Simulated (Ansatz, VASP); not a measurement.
Sb: VASP beside Ansatz

```
Sb
1.0
    -1.52968    1.52968    2.52066
     1.52968   -1.52968    2.52066
     1.52968    1.52968   -2.52066
Sb
1
Direct
  0.00000 0.00000 0.00000
```

Change from the starting cell: volume scaled by 1.05, PAW files.

Alike in both runs: task electric field gradients; functional PBEsol; k mesh 19 × 19 × 19; occupations fermi-dirac, width 0.05 eV; no spin polarisation.

|  | VASP | Ansatz |
| --- | --- | --- |
| version | VASP 6.6.1 | Ansatz 0.2.0 |
| potentials or method | VASP PAW PBE potentials, release 64 (Sb) | PAW with Ansatz's default frozen-core files, scalar-relativistic |
| plane-wave cutoff (eV) | 520 | 420 |
| valence electrons in the cell | 5 | 15 |

VASP gave:

| Item | Value |
| --- | --- |
| pressure (GPa) | 9.5 |
| traceless stress, the component that is largest in VASP (GPa) | -0.81 |
| size of Vzz on the site where it differs most (V/Å²) | 39.1 |

Problem. Estimate Ansatz's values.

Solution. Pressure (GPa): 9.4; traceless stress, the component that is largest in VASP (GPa): -0.72; size of Vzz on the site where it differs most (V/Å²): 38.9.

VASP's potentials were made for PBE, not for PBEsol. VASP's potentials hold 5 valence electrons a cell and Ansatz's 15, so a difference there can come from the potentials and not from the codes.

Neither program's run includes spin-orbit coupling.
